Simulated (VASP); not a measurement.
Write the native input for VASP 6.6.1 that does the following.

- Task: electric field gradients
- Functional: PBE
- Potentials or basis: VASP PAW PBE potentials, release 64 (Mo_sv, S)
- Cutoff: 520 eV
- k mesh: 10 × 10 × 3
- Occupations: fermi-dirac, width 0.03 eV
- Spin: no spin polarisation
- Dipole correction: no
- Further INCAR settings: ALGO = Normal; EDIFF = 1e-08; NBANDS = 35

The structure of MoS2 lies in POSCAR:

```
MoS2
1.0
    3.2229977647      0.0000000000      0.0000000000
   -1.6114988823      2.7911979406      0.0000000000
    0.0000000000      0.0000000000     12.5361396517
Mo S
2 4
Direct
    0.3333333333      0.6666666667      0.2500000000
    0.6666666667      0.3333333333      0.7500000000
    0.3333333333      0.6666666667      0.6275000000
    0.6666666667      0.3333333333      0.1275000000
    0.3333333333      0.6666666667      0.8725000000
    0.6666666667      0.3333333333      0.3725000000
```

These files were run (other wordings do the same):

INCAR

```
ALGO = Normal
EDIFF = 1E-8
ENCUT = 520
GGA = PE
ISIF = 2
ISMEAR = -1
LASPH = T
LCHARG = F
LEFG = T
LREAL = F
LWAVE = F
NBANDS = 35
NELM = 100
PREC = Accurate
SIGMA = 0.03
```

KPOINTS

```
k-points
0
Gamma
  10 10 3
```

Potentials or basis: VASP PAW PBE potentials, release 64 (Mo_sv, S).

Run with:

```console
$ cat potpaw_PBE.64/Mo_sv/POTCAR potpaw_PBE.64/S/POTCAR > POTCAR
$ mpirun -np 1 vasp_std > vasp.out
```

It gave:

The pressure is -0.3 GPa and the largest force is 0.192 eV/Å. The band gap on the k mesh is 0.87 eV (least direct gap 1.74 eV) and the largest electric field gradient by atom is Mo -86.7; S -57.6 V/Å².

Caveat: the stress differs along the axes, from -2 to 3 GPa; without QUAD_EFG the Cq values of the log hold for a quadrupole moment of 1 mb, not for the nuclei; this functional lacks dispersion, which binds layers or chains, so the pressure and a relaxed spacing across them are unreliable.

It took 3 min on 1 thread of Intel Xeon 8259CL (shared host), peak memory 0.27 GiB.
